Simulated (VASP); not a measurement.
Wanted: the native input for a VASP 6.6.1 run.

```yaml
Task: single point
Functional: PBE
Potentials_or_basis: VASP PAW PBE potentials, release 64 (Li_sv)
Cutoff: 520 eV
k_mesh: 18 × 18 × 6
Occupations: gaussian, width 0.1 eV
Spin: no spin polarisation
Dipole_correction: no
k_mesh_for_the_DOS: 27 × 27 × 9
Occupations_for_the_DOS: tetrahedron
Further_INCAR_settings: ALGO = Normal; EDIFF = 1e-07
```

The system is Li.

```
Li
1.0
     2.64479   -1.52562    0.04643
     2.64479    1.52562    0.04643
    -1.80576    0.00000    7.48232
Li
3
Direct
  0.27797 0.27797 0.33312
  0.50000 0.50000 0.00000
  0.72203 0.72203 0.66688
```

One way to write it, as run:

POSCAR

```
Li
1.0
    2.6447946480     -1.5256237074      0.0464336825
    2.6447946480      1.5256237074      0.0464336825
   -1.8057605943      0.0000000000      7.4823233286
Li
3
Direct
    0.2779664185      0.2779664185      0.3331236568
    0.5000000000      0.5000000000      0.0000000000
    0.7220335815      0.7220335815      0.6668763432
```

INCAR.step1

```
SYSTEM = Li
PREC = Accurate
ENCUT = 520
EDIFF = 1E-7
ISMEAR = 0
SIGMA = 0.1
LREAL = .False.
LASPH = .True.
NELM = 100
ALGO = Normal
ISIF = 2
LWAVE = .False.
LCHARG = .True.
GGA = PE
NBANDS = 12
```

KPOINTS.step1

```
Automatic mesh
0
Gamma
  18 18 6
  0 0 0
```

INCAR.step2

```
SYSTEM = Li
PREC = Accurate
ENCUT = 520
EDIFF = 1E-7
ISMEAR = -5
SIGMA = 0.1
LREAL = .False.
LASPH = .True.
NELM = 100
ALGO = Normal
ISIF = 2
LWAVE = .False.
LCHARG = .False.
GGA = PE
LORBIT = 10
NEDOS = 2001
ICHARG = 11
```

KPOINTS.step2

```
Automatic mesh
0
Gamma
  27 27 9
  0 0 0
```

Potentials or basis: VASP PAW PBE potentials, release 64 (Li_sv).

The run is started by

```sh
$ cat potpaw_PBE.64/Li_sv/POTCAR > POTCAR
$ cp INCAR.step1 INCAR
$ cp KPOINTS.step1 KPOINTS
$ mpirun -np 1 vasp_std > vasp.out
$ cp INCAR.step2 INCAR
$ cp KPOINTS.step2 KPOINTS
$ mpirun -np 1 vasp_std > vasp.out
```

Results of the run:

* Valence electrons inside the program's atomic spheres: Li 2.07

Run time: 12 min on 1 thread of Intel(R) Xeon(R) Platinum 8488C (Sapphire Rapids) (shared host), peak memory 0.69 GiB.
